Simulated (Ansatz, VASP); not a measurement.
## One calculation of BaTiO3, two programs

```
CELL_PARAMETERS angstrom
2.82767 1.63255 2.31773
-2.82767 1.63255 2.31773
0.00000 -3.26511 2.31773
ATOMIC_POSITIONS crystal
Ba 0.00000 0.00000 0.00000
Ti 0.51400 0.51400 0.51400
O 0.49160 0.49160 0.98150
O 0.49160 0.98150 0.49160
O 0.98150 0.49160 0.49160
```

Alike in both runs: task single point; functional HSE06; k mesh 3 × 3 × 3; occupations fermi-dirac, width 0.05 eV; no spin polarisation.

```csv
,VASP,Ansatz
version,VASP 6.6.1,Ansatz 0.2.0
potentials or method,"VASP PAW PBE potentials, release 64 (Ba_sv, Ti_sv, O), cutoff 520 eV","PAW, plane waves, scalar-relativistic"
valence electrons in the cell,40,40
```

VASP gave:

- gap on the k mesh at the Fermi level (eV): 4.10
- pressure (GPa): 1.5
- traceless stress, the component that is largest in VASP (GPa): 0.05
- rms of the force components (eV/Å): 0.146

Which values does Ansatz return?

gap on the k mesh at the Fermi level (eV): 4.16; pressure (GPa): -0.2; traceless stress, the component that is largest in VASP (GPa): 0.08; rms of the force components (eV/Å): 0.166.

Atom by atom the forces differ by 0.022 eV/Å (rms over components). Ansatz's warnings: stress exchange threshold loose, stress scf threshold loose.

The k mesh is coarse, so the values compare programs but aren't converged. Spin-orbit coupling is off throughout.
